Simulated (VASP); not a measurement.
# In3Ga5P8 (P1) in VASP: single point with PBEsol

Aim: the single point of In3Ga5P8 with PBEsol.

Everything below comes from runs of VASP 6.6.1. Logs are shortened: lines on timing, memory, paths and dates and some standing lists are left out, and cuts for length are marked.

## 1. The cell of the first run

The typed cell holds 64 atoms: a = 11.204 Å, b = 11.204 Å, c = 11.204 Å, α = 90.00°, β = 90.00°, γ = 90.00°.

## 2. Single point, PBEsol

INCAR

```
SYSTEM = In3Ga5P8
PREC     = Accurate       ! precision mode
ENCUT    = 500            ! plane-wave cutoff, eV
EDIFF    = 1E-6           ! SCF threshold, eV
ISMEAR   = -1             ! smearing method
SIGMA    = 0.05           ! smearing width, eV
LREAL    = Auto         
LASPH    = .True.         ! aspherical terms in the spheres
NELM     = 120            ! most SCF steps
ALGO     = Normal         ! electronic algorithm
ISIF     = 2              ! what is computed and relaxed
LWAVE    = .False.        ! write WAVECAR
LCHARG   = .False.        ! write CHGCAR
GGA      = PS             ! functional
NBANDS   = 326            ! bands
ISYM     = -1           
GGA_COMPAT= .False.
```

KPOINTS

```
explicit points
1
Reciprocal
  0.25000000   0.25000000   0.25000000 1
```

POSCAR

```
In3Ga5P8
1.0
   11.2044798228      0.0000000000      0.0000000000
    0.0000000000     11.2044798228      0.0000000000
    0.0000000000      0.0000000000     11.2044798228
Ga In P
20 12 32
Direct
    0.9975590000      0.0030530000      0.0101090000
    0.0018090000      0.0019100000      0.4906250000
    0.9991690000      0.4970110000      0.4968450000
    0.5028260000      0.0072590000      0.0054880000
    0.4992730000      0.4931680000      0.5014400000
    0.2531350000      0.2463330000      0.0015850000
    0.2483810000      0.2514920000      0.4967710000
    0.2456670000      0.7460830000      0.4974680000
    0.7483270000      0.2483520000      0.0049960000
    0.7492680000      0.2541880000      0.4955180000
    0.7520520000      0.7514020000      0.0046240000
    0.2454040000      0.0050380000      0.2500640000
    0.2517890000      0.4939980000      0.7431290000
    0.7541900000      0.0047460000      0.2466740000
    0.7521550000      0.4950730000      0.2522420000
    0.7481420000      0.4949780000      0.7469300000
    0.9972300000      0.2460220000      0.2515420000
    0.9980260000      0.7535620000      0.2519960000
    0.5010480000      0.2483360000      0.2498540000
    0.5012620000      0.2542410000      0.7498000000
    0.9960850000      0.4981890000      0.0010920000
    0.4974140000      0.0066990000      0.4969140000
    0.5049090000      0.4951060000      0.9980660000
    0.2487730000      0.7560030000      0.0022780000
    0.7546630000      0.7454660000      0.4972900000
    0.2510560000      0.0054330000      0.7500470000
    0.2486080000      0.4960800000      0.2557370000
    0.7508450000      0.0050080000      0.7554540000
    0.0001840000      0.2518400000      0.7481880000
    0.0010980000      0.7479040000      0.7478000000
    0.5026940000      0.7531650000      0.2510280000
    0.5005650000      0.7464690000      0.7510790000
    0.1232100000      0.1271930000      0.1262930000
    0.1242340000      0.1253100000      0.6092650000
    0.1184710000      0.6316940000      0.1333180000
    0.1287160000      0.6143160000      0.6171790000
    0.6263930000      0.1268900000      0.1281740000
    0.6255010000      0.1396980000      0.6247370000
    0.6384890000      0.6227560000      0.1273830000
    0.6247530000      0.6102350000      0.6230800000
    0.3760450000      0.3628610000      0.1260750000
    0.3746370000      0.3703040000      0.6228780000
    0.3753340000      0.8920560000      0.1274230000
    0.3678320000      0.8676530000      0.6171150000
    0.8684850000      0.3656620000      0.1324910000
    0.8693510000      0.3814100000      0.6170830000
    0.8755140000      0.8759710000      0.1279340000
    0.8821070000      0.8847260000      0.6172300000
    0.3663650000      0.1340590000      0.3669330000
    0.3854300000      0.1323100000      0.8800290000
    0.3779540000      0.6239020000      0.3872910000
    0.3649510000      0.6158600000      0.8701490000
    0.8735340000      0.1256250000      0.3737450000
    0.8777790000      0.1285470000      0.8924200000
    0.8834030000      0.6165140000      0.3667460000
    0.8594460000      0.6240710000      0.8718050000
    0.1152930000      0.3659250000      0.3803500000
    0.1389210000      0.3742330000      0.8758220000
    0.1251750000      0.8744600000      0.3722890000
    0.1148280000      0.8865430000      0.8817890000
    0.6223880000      0.3745230000      0.3726160000
    0.6346480000      0.3657290000      0.8685990000
    0.6353810000      0.8855050000      0.3699150000
    0.6231150000      0.8754270000      0.8905510000
```

Potentials or basis: VASP PAW PBE potentials, release 64 (Ga_d, In_d, P).

Launch:

```sh
$ cat potpaw_PBE.64/Ga_d/POTCAR potpaw_PBE.64/In_d/POTCAR potpaw_PBE.64/P/POTCAR > POTCAR
$ mpirun -np 1 vasp_std > vasp.out
```

OUTCAR:

```text
SYSTEM = In3Ga5P8
   PREC = Accurate
   ENCUT = 500
   EDIFF = 1E-6
   ISMEAR = -1
   LREAL = Auto
   LASPH = .True.
   NELM = 120
   ISIF = 2
   GGA = PS
   ISYM = -1

 ion  position               nearest neighbor table
   1  0.998  0.003  0.010-  60 2.34  54 2.35  33 2.37  47 2.37
   2  0.002  0.002  0.491-  48 2.35  34 2.36  53 2.39  59 2.39
   3  0.999  0.497  0.497-  57 2.36  55 2.37  46 2.37  36 2.38
   4  0.503  0.007  0.005-  43 2.36  37 2.37  64 2.38  50 2.38
   5  0.499  0.493  0.501-  40 2.36  51 2.37  42 2.39  61 2.40
   6  0.253  0.246  0.002-  41 2.36  58 2.38  50 2.38  33 2.42
[... 12 lines left out ...]
  19  0.501  0.248  0.250-  41 2.35  49 2.37  37 2.38  61 2.40
  20  0.501  0.254  0.750-  38 2.36  62 2.36  50 2.38  42 2.39
  21  0.996  0.498  0.001-  35 2.51  45 2.53  56 2.54  58 2.54  29 3.96  30 3.99  27 4.02
  22  0.497  0.007  0.497-  63 2.50  49 2.51  38 2.52  44 2.52  31 3.96  26 3.96
  23  0.505  0.495  0.998-  62 2.51  41 2.52  52 2.52  39 2.53  32 3.95
  24  0.249  0.756  0.002-  60 2.49  35 2.50  43 2.51  52 2.52  26 3.97  30 3.98  31 3.98  32 3.99

  25  0.755  0.745  0.497-  48 2.51  63 2.51  55 2.51  40 2.53  30 3.94  31 3.95  32 4.02
  26  0.251  0.005  0.750-  60 2.51  34 2.51  44 2.51  50 2.53  29 3.94  22 3.96  24 3.97  30 4.02

  27  0.249  0.496  0.256-  57 2.51  35 2.51  51 2.51  41 2.53  21 4.02
  28  0.751  0.005  0.755-  54 2.51  48 2.53  38 2.53  64 2.54  29 3.93  30 4.02
  29  0.000  0.252  0.748-  58 2.52  34 2.52  54 2.53  46 2.53  28 3.93  26 3.94  21 3.96
  30  0.001  0.748  0.748-  48 2.50  60 2.51  56 2.52  36 2.54  25 3.94  24 3.98  21 3.99  28 4.02
                            26 4.02
  31  0.503  0.753  0.251-  63 2.49  39 2.52  43 2.53  51 2.53  25 3.95  22 3.96  24 3.98
  32  0.501  0.746  0.751-  52 2.50  44 2.51  40 2.51  64 2.53  23 3.95  24 3.99  25 4.02
  33  0.123  0.127  0.126-   1 2.37  12 2.38  17 2.39   6 2.42
  34  0.124  0.125  0.609-   7 2.35   2 2.36  26 2.51  29 2.52
  35  0.118  0.632  0.133-  18 2.34  24 2.50  21 2.51  27 2.51
  36  0.129  0.614  0.617-   3 2.38   8 2.39  13 2.39  30 2.54
  37  0.626  0.127  0.128-   4 2.37   9 2.37  19 2.38  14 2.38
  38  0.626  0.140  0.625-  20 2.36  10 2.38  22 2.52  28 2.53
[... 24 lines left out ...]
  63  0.635  0.886  0.370-  14 2.34  31 2.49  22 2.50  25 2.51
  64  0.623  0.875  0.891-  11 2.38   4 2.38  32 2.53  28 2.54

IMPORTANT INFORMATION: All symmetrisations will be switched off!
NOSYMM: (Re-)initialisation of all symmetry stuff for point group C_1.

----------------------------------------------------------------------------------------

                                     Primitive cell

  volume of cell :    1406.6145

  direct lattice vectors                    reciprocal lattice vectors
    11.204479823  0.000000000  0.000000000     0.089250016  0.000000000  0.000000000
     0.000000000 11.204479823  0.000000000     0.000000000  0.089250016  0.000000000
     0.000000000  0.000000000 11.204479823     0.000000000  0.000000000  0.089250016

  length of vectors
    11.204479823 11.204479823 11.204479823     0.089250016  0.089250016  0.089250016

  position of ions in fractional coordinates (direct lattice)
     0.997559000  0.003053000  0.010109000
     0.001809000  0.001910000  0.490625000
     0.999169000  0.497011000  0.496845000
     0.502826000  0.007259000  0.005488000
     0.499273000  0.493168000  0.501440000
     0.253135000  0.246333000  0.001585000
[... 56 lines left out ...]
     0.635381000  0.885505000  0.369915000
     0.623115000  0.875427000  0.890551000

  ion indices of the primitive-cell ions
   primitive index   ion index
                 1           1
                 2           2
                 3           3
                 4           4
                 5           5
                 6           6
[... 56 lines left out ...]
                63          63
                64          64

----------------------------------------------------------------------------------------

 KPOINTS: explicit points

Read explicit list of k-points.

 Found      1 k-points:

 Following reciprocal coordinates:
            Coordinates               Weight
  0.250000  0.250000  0.250000      1.000000
   k-points           NKPTS =      1   k-points in BZ     NKDIM =      1   number of bands    NBANDS=    326
   number of dos      NEDOS =    301   number of ions     NIONS =     64
   total plane-waves  NPLWV = 592704
   dimension x,y,z NGX =    84 NGY =   84 NGZ =   84
   dimension x,y,z NGXF=   168 NGYF=  168 NGZF=  168
   ions per type =              20  12  32
   NGX,Y,Z   is equivalent  to a cutoff of  12.46, 12.46, 12.46 a.u.
   NGXF,Y,Z  is equivalent  to a cutoff of  24.93, 24.93, 24.93 a.u.
 SYSTEM =  In3Ga5P8
   PREC   = accura    normal or accurate (medium, high low for compatibility)
   ISTART =      0    job   : 0-new  1-cont  2-samecut
   ICHARG =      2    charge: 1-file 2-atom 10-const
   ISPIN  =      1    spin polarized calculation?
   LNONCOLLINEAR =      F non collinear calculations
   LSORBIT =      F    spin-orbit coupling
   LASPH  =      T    aspherical Exc in radial PAW
   ENCUT  =  500.0 eV  36.75 Ry    6.06 a.u.  20.43 20.43 20.43*2*pi/ulx,y,z
   NELM   =    120;   NELMIN=  2; NELMDL= -5     # of ELM steps
   EDIFF  = 0.1E-05   stopping-criterion for ELM
   LREAL  =      T    real-space projection
   EDIFFG = 0.1E-04   stopping-criterion for IOM
   NSW    =      0    number of steps for IOM
   IBRION =     -1    ionic relax: 0-MD 1-quasi-New 2-CG
   NFREE  =      0    steps in history (QN), initial steepest desc. (CG)
   ISIF   =      2    stress and relaxation
   ISYM   =     -1    0-nonsym 1-usesym 2-fastsym
   POTIM  = 0.5000    time-step for ionic-motion
   TEBEG  =    0.0;   TEEND  =   0.0 temperature during run
   PSTRESS=    0.0 pullay stress
   NELECT =     576.0000    total number of electrons
   NUPDOWN=      -1.0000    fix difference up-down
   EMIN   =  10.00;   EMAX   =-10.00  energy-range for DOS
   EFERMI =   0.00;   METHOD = LEGACY
   ISMEAR =    -1;   SIGMA  =   0.05  broadening in eV -4-tet -1-fermi 0-gaus
   EFERMI_NEDOS =   21; number of points for ismear=-14 and -15
   IALGO  =     38    algorithm
   IMIX   =      4    mixing-type and parameters
     AMIX     =   0.40;   BMIX     =  1.00
     AMIX_MAG =   1.60;   BMIX_MAG =  1.00
  volume/ion in A,a.u.               =      21.98       148.32
  Fermi-wavevector in a.u.,A,eV,Ry     =   1.215693  2.297327 20.108183  1.477910
  Thomas-Fermi vector in A             =   2.351072
   LORBIT       =      0    0 simple, 1 ext, 2 COOP (PROOUT), +10 PAW based schemes
   GGA     = PS    functional components
   LHFCALC =     F    Hartree Fock is set to
   AEXX    =    0.0000 exact exchange contribution
   IVDW    =     0    specifies the selected vdW correction
   LEPSILON=     F    determine dielectric tensor
   LRPA    =     F    only Hartree local field effects (RPA)
 non-spin polarized calculation
  energy-cutoff  :      500.00
  volume of cell :     1406.61
 maximum number of plane-waves:     35685
 NGX is ok and might be reduce to    84
   NGX = 41   NGY = 41   NGZ = 41

 number of electron     576.0000002 magnetization

 Free energy of the ion-electron system (eV)
  ---------------------------------------------------
  ext. energy  EPLUGINS =         0.00000000
  ---------------------------------------------------
  free energy    TOTEN  =      -307.05888568 eV

  energy without entropy =     -307.05888541  energy(sigma->0) =     -307.05888555

 E-fermi :   5.5250     XC(G=0):  -9.8236

 val. band max:        4.6804828683   @ k =   0.2500   0.2500   0.2500
 cond. band min:       6.3460876320   @ k =   0.2500   0.2500   0.2500
 fundamental gap:      1.6656047637
 Fermi energy:         5.5250230969

 k-point     1 :       0.2500    0.2500    0.2500
  band No.  band energies     occupation
      1      -9.8136      2.00000
      2      -9.8058      2.00000
      3      -9.8032      2.00000
      4      -9.8005      2.00000
      5      -9.7948      2.00000
      6      -9.7912      2.00000
[... 292 lines left out ...]
    299       7.2965      0.00000
    300       7.3869      0.00000
 [bands above 300 left out]

------------------------ aborting loop because EDIFF is reached ----------------------------------------

  FORCE on cell =-STRESS in cart. coord.  units (eV):
  Direction    XX          YY          ZZ          XY          YZ          ZX
  --------------------------------------------------------------------------------------
  -------------------------------------------------------------------------------------
  Total       -0.4809935     -0.0799586     -0.1973533     -4.9453326     -4.8023166     -5.2382610
  in kB       -0.5478664     -0.0910753     -0.2247915     -5.6328864     -5.4699867     -5.9665409
  external PRESSURE =      -0.2879111 kB  Pullay stress =       0.0000000 kB

 VOLUME and BASIS-vectors are now :
 -----------------------------------------------------------------------------
  energy-cutoff  :      500.00
  volume of cell :     1406.61
      direct lattice vectors                 reciprocal lattice vectors
    11.204479823  0.000000000  0.000000000     0.089250016  0.000000000  0.000000000
     0.000000000 11.204479823  0.000000000     0.000000000  0.089250016  0.000000000
     0.000000000  0.000000000 11.204479823     0.000000000  0.000000000  0.089250016

 POSITION                                       TOTAL-FORCE (eV/Angst)
 -----------------------------------------------------------------------------------
     11.17713      0.03421      0.11327         0.000498      0.001714      0.001445
      0.02027      0.02140      5.49720         0.002732      0.003359      0.000732
     11.19517      5.56875      5.56689         0.001210     -0.004030     -0.002204
      5.63390      0.08133      0.06149         0.003571      0.003406      0.007019
      5.59409      5.52569      5.61837         0.000897     -0.000108      0.000880
      2.83625      2.76003      0.01776         0.002214     -0.001460      0.005259
[... 56 lines left out ...]
      7.11911      9.92162      4.14471        -0.005494     -0.002439     -0.008998
      6.98168      9.80870      9.97816        -0.002279      0.001052     -0.001331
 -----------------------------------------------------------------------------------
    total drift:                                0.000257     -0.017534     -0.004846

  FREE ENERGIE OF THE ION-ELECTRON SYSTEM (eV)
  ---------------------------------------------------
  free  energy   TOTEN  =      -307.0588856781 eV

  energy  without entropy=     -307.0588854137  energy(sigma->0) =     -307.05888555
```

Run time: 43 min. Hardware: 1 thread of Intel Xeon 8259CL, shared host; peak memory 1.2 GiB.

What came out:

| Item | Value |
| --- | --- |
| Free energy | -307.0589 eV |
| Pressure | 0.0 GPa |
| Largest force | 0.016 eV/Å |
| Band gap on the k mesh | 1.67 eV |

Forces in eV/Å, atoms in the order of the input:
```
Ga   0.000  0.002  0.001
Ga   0.003  0.003  0.001
Ga   0.001 -0.004 -0.002
Ga   0.004  0.003  0.007
Ga   0.001  0.000  0.001
Ga   0.002 -0.001  0.005
Ga  -0.004 -0.002 -0.002
Ga   0.001  0.001 -0.003
Ga   0.005 -0.002  0.000
Ga   0.004  0.002 -0.003
Ga   0.001  0.000  0.008
Ga   0.001  0.008 -0.002
Ga   0.000 -0.002  0.003
Ga   0.002  0.001 -0.002
Ga   0.006 -0.003 -0.001
Ga   0.003 -0.002  0.001
Ga  -0.002 -0.003  0.004
Ga   0.004 -0.003  0.000
Ga  -0.002 -0.002 -0.002
Ga   0.007 -0.003  0.001
In   0.003 -0.004  0.001
In  -0.004 -0.001 -0.012
In   0.009 -0.007  0.004
In  -0.003  0.001  0.003
In   0.007 -0.003 -0.002
In   0.000  0.001 -0.001
In  -0.004 -0.007  0.007
In   0.008  0.007 -0.001
In   0.002  0.004 -0.002
In  -0.003  0.003  0.003
In   0.003  0.005 -0.004
In   0.003  0.001 -0.006
P    0.005 -0.004 -0.005
P   -0.001 -0.001 -0.008
P   -0.004  0.008 -0.001
P    0.000 -0.007  0.001
P   -0.002 -0.005 -0.001
P   -0.008 -0.002  0.008
P    0.007  0.009 -0.011
P   -0.002  0.000  0.002
P    0.002 -0.012  0.002
P   -0.005  0.003 -0.006
P    0.004  0.008  0.004
P    0.003  0.002  0.001
P   -0.008  0.004  0.000
P   -0.004  0.001  0.003
P   -0.003  0.001 -0.007
P   -0.001 -0.006 -0.001
P   -0.005  0.002  0.000
P    0.003  0.002  0.005
P   -0.012  0.001  0.009
P   -0.003 -0.002 -0.007
P    0.001  0.001 -0.004
P   -0.004  0.002  0.011
P   -0.003  0.002 -0.001
P   -0.006 -0.004 -0.006
P    0.000  0.002  0.009
P    0.000  0.004 -0.008
P   -0.003 -0.006  0.009
P    0.001 -0.001  0.005
P    0.000  0.002  0.002
P   -0.001  0.002  0.000
P   -0.005 -0.002 -0.009
P   -0.002  0.001 -0.001
```

Stress tensor (GPa, compression positive):
```
-0.05 -0.56 -0.60
-0.56 -0.01 -0.55
-0.60 -0.55 -0.02
```

Levels at points of the mesh, in eV from the valence-band top:
```csv
k point,band 284,band 285,band 286,band 287,band 288,band 289,band 290,band 291,band 292,band 293
"(0.25, 0.25, 0.25)",-0.53,-0.44,-0.39,-0.02,0.00,1.67,1.96,1.96,1.99,2.17
```

Caveat: the PAW data sets were made with another functional, which shifts forces and pressure a little; spin-orbit coupling is left out, which moves the levels of the heavy elements; a shifted mesh leaves out Γ, where band edges can lie. A k mesh can miss the band edges.
